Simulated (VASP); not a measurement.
# WSe2 in VASP: further runs

Runs on WSe2. Level: PBE+D3(BJ). Tasks: single point.

All numbers are computed with VASP 6.6.1; they aren't measurements. Logs are shortened: lines on timing, memory, paths and dates and some standing lists are left out, and cuts for length are marked.

## 1. The cell of the first run

The cell holds a slab with vacuum, 24 atoms: a = 6.558 Å, b = 6.558 Å, c = 25.763 Å, α = 90.00°, β = 90.00°, γ = 120.00°.

## 2. Single point, PBE+D3(BJ)

INCAR reads:

```
ALGO = Normal
DIPOL = 0.5 0.5 0.500
EDIFF = 1E-6
ENCUT = 520
GGA = PE
IDIPOL = 3
ISIF = 2
ISMEAR = 0
IVDW = 12
LASPH = True
LCHARG = True
LDIPOL = True
LELF = True
LREAL = Auto
LVACPOTAV = True
LVHAR = True
LWAVE = False
NBANDS = 122
NELM = 60
PREC = Accurate
SIGMA = 0.05
```

KPOINTS reads:

```
k-points
0
Gamma
  3 3 1
```

POSCAR reads:

```
WSe2
1.0
    6.5580551291      0.0000000000      0.0000000000
   -3.2790275646      5.6794423412      0.0000000000
    0.0000000000      0.0000000000     25.7630504491
Se W
16 8
Direct
    0.1666666667      0.3333333333      0.3105222348
    0.1666666667      0.8333333333      0.3105222348
    0.6666666667      0.3333333333      0.3105222348
    0.6666666667      0.8333333333      0.3105222348
    0.1666666667      0.3333333333      0.4412810023
    0.1666666667      0.8333333333      0.4412810023
    0.6666666667      0.3333333333      0.4412810023
    0.6666666667      0.8333333333      0.4412810023
    0.3333333333      0.1666666667      0.5589369748
    0.3333333333      0.6666666667      0.5589369748
    0.8333333333      0.1666666667      0.5589369748
    0.8333333333      0.6666666667      0.5589369748
    0.3333333333      0.1666666667      0.6898193401
    0.3333333333      0.6666666667      0.6898193401
    0.8333333333      0.1666666667      0.6898193401
    0.8333333333      0.6666666667      0.6898193401
    0.3333333333      0.1666666667      0.3759016185
    0.3333333333      0.6666666667      0.3759016185
    0.8333333333      0.1666666667      0.3759016185
    0.8333333333      0.6666666667      0.3759016185
    0.1666666667      0.3333333333      0.6243661119
    0.1666666667      0.8333333333      0.6243661119
    0.6666666667      0.3333333333      0.6243661119
    0.6666666667      0.8333333333      0.6243661119
```

Potentials or basis: VASP PAW PBE potentials, release 64 (Se, W_sv).

Run with:

```console
cat potpaw_PBE.64/Se/POTCAR potpaw_PBE.64/W_sv/POTCAR > POTCAR
mpirun -np 1 vasp_std > vasp.out
```

OUTCAR:

```text
EDIFF = 1E-6
   ENCUT = 520
   GGA = PE
   ISIF = 2
   ISMEAR = 0
   IVDW = 12
   LASPH = True
   LREAL = Auto
   NELM = 60
   PREC = Accurate
 IVDW          = 12

 ion  position               nearest neighbor table
   1  0.167  0.333  0.311-  17 2.53  19 2.53  18 2.53
   2  0.167  0.833  0.311-  18 2.53  20 2.53  17 2.53
   3  0.667  0.333  0.311-  19 2.53  17 2.53  20 2.53
   4  0.667  0.833  0.311-  20 2.53  18 2.53  19 2.53
   5  0.167  0.333  0.441-  17 2.53  19 2.53  18 2.53
   6  0.167  0.833  0.441-  18 2.53  20 2.53  17 2.53
[... 8 lines left out ...]
  15  0.833  0.167  0.690-  23 2.54  21 2.54  24 2.54
  16  0.833  0.667  0.690-  24 2.54  22 2.54  23 2.54
  17  0.333  0.167  0.376-   1 2.53   3 2.53   2 2.53   5 2.53   7 2.53   6 2.53  20 3.28  20 3.28
                            19 3.28  19 3.28  18 3.28  18 3.28
  18  0.333  0.667  0.376-   2 2.53   4 2.53   1 2.53   6 2.53   8 2.53   5 2.53  19 3.28  19 3.28
                            20 3.28  20 3.28  17 3.28  17 3.28
  19  0.833  0.167  0.376-   3 2.53   1 2.53   4 2.53   7 2.53   5 2.53   8 2.53  18 3.28  18 3.28
                            17 3.28  17 3.28  20 3.28  20 3.28
[... 15 lines left out ...]
  Lattice vectors:

 A1 = (   6.5580551291,   0.0000000000,   0.0000000000)
 A2 = (  -3.2790275646,   5.6794423412,   0.0000000000)
 A3 = (   0.0000000000,   0.0000000000,  25.7630504491)

Analysis of symmetry for initial positions (statically):
=====================================================================
 Subroutine PRICEL returns following result:

  LATTYP: Found a hexagonal cell.
 ALAT       =     3.2790275646
 C/A-ratio  =     7.8569179252

  Lattice vectors:

 A1 = (   3.2790275646,   0.0000000000,   0.0000000000)
 A2 = (  -1.6395137823,   2.8397211706,   0.0000000000)
 A3 = (   0.0000000000,   0.0000000000,  25.7630504491)

   4 primitive cells build up your supercell.

 Routine SETGRP: Setting up the symmetry group for a
 hexagonal supercell.

 Subroutine GETGRP returns: Found  6 space group operations
 (whereof  6 operations were pure point group operations)
 out of a pool of 24 trial point group operations.

The static configuration has the point symmetry C_3v.

Analysis of symmetry for dynamics (positions and initial velocities):
=====================================================================
 Subroutine PRICEL returns following result:

  LATTYP: Found a hexagonal cell.
 ALAT       =     3.2790275646
 C/A-ratio  =     7.8569179252

  Lattice vectors:

 A1 = (   3.2790275646,   0.0000000000,   0.0000000000)
 A2 = (  -1.6395137823,   2.8397211706,   0.0000000000)
 A3 = (   0.0000000000,   0.0000000000,  25.7630504491)

   4 primitive cells build up your supercell.

 Routine SETGRP: Setting up the symmetry group for a
 hexagonal supercell.

 Subroutine GETGRP returns: Found  6 space group operations
 (whereof  6 operations were pure point group operations)
 out of a pool of 24 trial point group operations.

The dynamic configuration has the point symmetry C_3v.

 Subroutine INISYM returns: Found  6 space group operations
 (whereof  6 operations are pure point group operations),
 and found     4 'primitive' translations

----------------------------------------------------------------------------------------

                                     Primitive cell

  volume of cell :     239.8933

  direct lattice vectors                    reciprocal lattice vectors
     3.279027565  0.000000000  0.000000000     0.304968464  0.176073625  0.000000000
    -1.639513782  2.839721171  0.000000000     0.000000000  0.352147250  0.000000000
     0.000000000  0.000000000 25.763050449     0.000000000  0.000000000  0.038815279

  length of vectors
     3.279027565  3.279027565 25.763050449     0.352147250  0.352147250  0.038815279

  position of ions in fractional coordinates (direct lattice)
     0.333333333  0.666666667  0.310522235
     0.333333333  0.666666667  0.441281002
     0.666666667  0.333333333  0.558936975
     0.666666667  0.333333333  0.689819340
     0.666666667  0.333333333  0.375901619
     0.333333333  0.666666667  0.624366112

  ion indices of the primitive-cell ions
   primitive index   ion index
                 1           1
                 2           5
                 3           9
                 4          13
                 5          17
                 6          21

----------------------------------------------------------------------------------------

 KPOINTS: k-points

Automatic generation of k-mesh.
 Grid dimensions read from file:
 generate k-points for:    3    3    1

 Generating k-lattice:

  Cartesian coordinates                     Fractional coordinates (reciprocal lattice)
     0.050828077  0.029345604  0.000000000     0.333333333  0.000000000  0.000000000
     0.000000000  0.058691208  0.000000000     0.000000000  0.333333333  0.000000000
     0.000000000  0.000000000  0.038815279     0.000000000  0.000000000  1.000000000

  Length of vectors
     0.058691208  0.058691208  0.038815279

  Shift w.r.t. Gamma in fractional coordinates (k-lattice)
     0.000000000  0.000000000  0.000000000

 Subroutine IBZKPT returns following result:
 ===========================================

 Found      3 irreducible k-points:

 Following reciprocal coordinates:
            Coordinates               Weight
  0.000000  0.000000  0.000000      1.000000
  0.333333 -0.000000  0.000000      6.000000
  0.333333  0.333333  0.000000      2.000000
   k-points           NKPTS =      3   k-points in BZ     NKDIM =      3   number of bands    NBANDS=    122
   number of dos      NEDOS =    301   number of ions     NIONS =     24
   total plane-waves  NPLWV = 480000
   dimension x,y,z NGX =    50 NGY =   50 NGZ =  192
   dimension x,y,z NGXF=   100 NGYF=  100 NGZF=  384
   ions per type =              16   8
   NGX,Y,Z   is equivalent  to a cutoff of  12.67, 12.67, 12.39 a.u.
   NGXF,Y,Z  is equivalent  to a cutoff of  25.35, 25.35, 24.78 a.u.
 SYSTEM =  unknown system
   PREC   = accura    normal or accurate (medium, high low for compatibility)
   ISTART =      0    job   : 0-new  1-cont  2-samecut
   ICHARG =      2    charge: 1-file 2-atom 10-const
   ISPIN  =      1    spin polarized calculation?
   LNONCOLLINEAR =      F non collinear calculations
   LSORBIT =      F    spin-orbit coupling
   LASPH  =      T    aspherical Exc in radial PAW
   ENCUT  =  520.0 eV  38.22 Ry    6.18 a.u.  12.19 12.19 47.90*2*pi/ulx,y,z
   NELM   =     60;   NELMIN=  2; NELMDL= -5     # of ELM steps
   EDIFF  = 0.1E-05   stopping-criterion for ELM
   LREAL  =      T    real-space projection
   EDIFFG = 0.1E-04   stopping-criterion for IOM
   NSW    =      0    number of steps for IOM
   IBRION =     -1    ionic relax: 0-MD 1-quasi-New 2-CG
   NFREE  =      0    steps in history (QN), initial steepest desc. (CG)
   ISIF   =      2    stress and relaxation
   ISYM   =      2    0-nonsym 1-usesym 2-fastsym
   POTIM  = 0.5000    time-step for ionic-motion
   TEBEG  =    0.0;   TEEND  =   0.0 temperature during run
   PSTRESS=    0.0 pullay stress
   NELECT =     208.0000    total number of electrons
   NUPDOWN=      -1.0000    fix difference up-down
   EMIN   =  10.00;   EMAX   =-10.00  energy-range for DOS
   EFERMI =   0.00;   METHOD = LEGACY
   ISMEAR =     0;   SIGMA  =   0.05  broadening in eV -4-tet -1-fermi 0-gaus
   EFERMI_NEDOS =   21; number of points for ismear=-14 and -15
   IALGO  =     38    algorithm
   IMIX   =      4    mixing-type and parameters
     AMIX     =   0.40;   BMIX     =  1.00
     AMIX_MAG =   1.60;   BMIX_MAG =  1.00
  volume/ion in A,a.u.               =      39.98       269.81
  Fermi-wavevector in a.u.,A,eV,Ry     =   0.983414  1.858384 13.158249  0.967104
  Thomas-Fermi vector in A             =   2.114571
   LORBIT       =      0    0 simple, 1 ext, 2 COOP (PROOUT), +10 PAW based schemes
   GGA     = PE    functional components
   LHFCALC =     F    Hartree Fock is set to
   AEXX    =    0.0000 exact exchange contribution
   IVDW    =    12    specifies the selected vdW correction
   LEPSILON=     F    determine dielectric tensor
   LRPA    =     F    only Hartree local field effects (RPA)
 non-spin polarized calculation
 Gauss-broadening in eV      SIGMA  =   0.05
  energy-cutoff  :      520.00
  volume of cell :      959.57
 maximum number of plane-waves:     25847
 NGX is ok and might be reduce to    50
   NGX = 25   NGY = 25   NGZ = 95

 dipolmoment           0.000000      0.000000      0.000035 electrons x Angstroem

 number of electron     208.0000018 magnetization

 dipolmoment           0.000000      0.000000     -0.000060 electrons x Angstroem

 Free energy of the ion-electron system (eV)
  ---------------------------------------------------
  ext. energy  EPLUGINS =         0.00000000
  ---------------------------------------------------
  free energy    TOTEN  =      -172.58646409 eV

  energy without entropy =     -172.58646409  energy(sigma->0) =     -172.58646409

 E-fermi :   1.0723     XC(G=0):  -5.8377

 val. band max:        0.6680720651   @ k =   0.0000   0.0000   0.0000
 cond. band min:       1.9511503739   @ k =   0.3333   0.3333   0.0000
 fundamental gap:      1.2830783088
 Fermi energy:         1.0722749493

 k-point     1 :       0.0000    0.0000    0.0000
  band No.  band energies     occupation
      1     -73.4937      2.00000
      2     -73.4936      2.00000
      3     -73.4830      2.00000
      4     -73.4830      2.00000
      5     -73.4830      2.00000
      6     -73.4829      2.00000
[... 346 lines left out ...]
    115       2.9368      0.00000
    116       2.9368      0.00000
 [bands above 116 left out]

------------------------ aborting loop because EDIFF is reached ----------------------------------------

 Edisp (eV)   -9.71296

 E8    (eV) :    -4.4672

  FORCE on cell =-STRESS in cart. coord.  units (eV):
  Direction    XX          YY          ZZ          XY          YZ          ZX
  --------------------------------------------------------------------------------------
  -------------------------------------------------------------------------------------
  Total       1.57495     1.57495     1.51683    -0.00000     0.00000    -0.00000
  in kB       2.62966     2.62966     2.53262    -0.00000     0.00000    -0.00000
  external pressure =        2.60 kB  Pullay stress =        0.00 kB

 VOLUME and BASIS-vectors are now :
 -----------------------------------------------------------------------------
  energy-cutoff  :      520.00
  volume of cell :      959.57
      direct lattice vectors                 reciprocal lattice vectors
     6.558055129  0.000000000  0.000000000     0.152484232  0.088036812  0.000000000
    -3.279027565  5.679442341  0.000000000     0.000000000  0.176073625  0.000000000
     0.000000000  0.000000000 25.763050449     0.000000000  0.000000000  0.038815279

 POSITION                                       TOTAL-FORCE (eV/Angst)
 -----------------------------------------------------------------------------------
      0.00000      1.89315      8.00000        -0.000000     -0.000000     -0.082712
     -1.63951      4.73287      8.00000         0.000000     -0.000000     -0.082712
      3.27903      1.89315      8.00000        -0.000000     -0.000000     -0.082712
      1.63951      4.73287      8.00000        -0.000000     -0.000000     -0.082712
      0.00000      1.89315     11.36874         0.000000      0.000000      0.082354
     -1.63951      4.73287     11.36874         0.000000      0.000000      0.082354
[... 16 lines left out ...]
      3.27903      1.89315     16.08558         0.000000     -0.000000      0.000092
      1.63951      4.73287     16.08558         0.000000     -0.000000      0.000092
 -----------------------------------------------------------------------------------
    total drift:                                0.000000     -0.000000      0.004982

  FREE ENERGIE OF THE ION-ELECTRON SYSTEM (eV)
  ---------------------------------------------------
  free  energy   TOTEN  =      -182.2994265123 eV

  energy  without entropy=     -182.2994265123  energy(sigma->0) =     -182.29942651

 vacuum level on the upper side and lower side of the slab         5.590         5.590
```

It took 17 min on 1 thread of Intel Xeon Platinum 8488C (Sapphire Rapids), shared host; peak memory 0.99 GiB.

What came out:

```yaml
Free_energy: -182.2994 eV
Largest_force: 0.083 eV/Å
Band_gap_on_the_k_mesh: 1.28 eV
Dispersion_energy_per_atom: -0.405 eV
```

Forces on the atoms (eV/Å):
```
Se   0.000  0.000 -0.083
Se   0.000  0.000 -0.083
Se   0.000  0.000 -0.083
Se   0.000  0.000 -0.083
Se   0.000  0.000  0.082
Se   0.000  0.000  0.082
Se   0.000  0.000  0.082
Se   0.000  0.000  0.082
Se   0.000  0.000 -0.043
Se   0.000  0.000 -0.043
Se   0.000  0.000 -0.043
Se   0.000  0.000 -0.043
Se   0.000  0.000  0.036
Se   0.000  0.000  0.036
Se   0.000  0.000  0.036
Se   0.000  0.000  0.036
W    0.000  0.000  0.007
W    0.000  0.000  0.007
W    0.000  0.000  0.007
W    0.000  0.000  0.007
W    0.000  0.000  0.000
W    0.000  0.000  0.000
W    0.000  0.000  0.000
W    0.000  0.000  0.000
```

Caveat: spin-orbit coupling is left out, which moves the levels of the heavy elements.

(Continued in part 2 of 2.)
